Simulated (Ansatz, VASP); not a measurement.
# Two plane-wave programs on Tl

```
Tl
1.0
     0.00000    2.39247    2.39247
     2.39247    0.00000    2.39247
     2.39247    2.39247    0.00000
Tl
1
Direct
  0.00000 0.00000 0.00000
```

Alike in both runs: task single point; functional PBEsol; k mesh 14 × 14 × 14; occupations gaussian, width 0.1 eV; no spin polarisation.

|  | VASP | Ansatz |
| --- | --- | --- |
| version | VASP 6.6.1 | Ansatz 0.2.0 |
| potentials or method | VASP PAW PBE potentials, release 64 (Tl_d), cutoff 520 eV | scalar-relativistic, plane waves, PAW |
| valence electrons in the cell | 13 | 13 |

|  | VASP | Ansatz | Ansatz less VASP |
| --- | --- | --- | --- |
| gap on the k mesh at the Fermi level (eV) | none | none | - |
| pressure (GPa) | 1.4 | 1.4 | +0.05 |

VASP's potentials were made for PBE, not for PBEsol. A gap of «none» marks a metal or a gap that the smearing closes.

Neither program's run includes spin-orbit coupling.
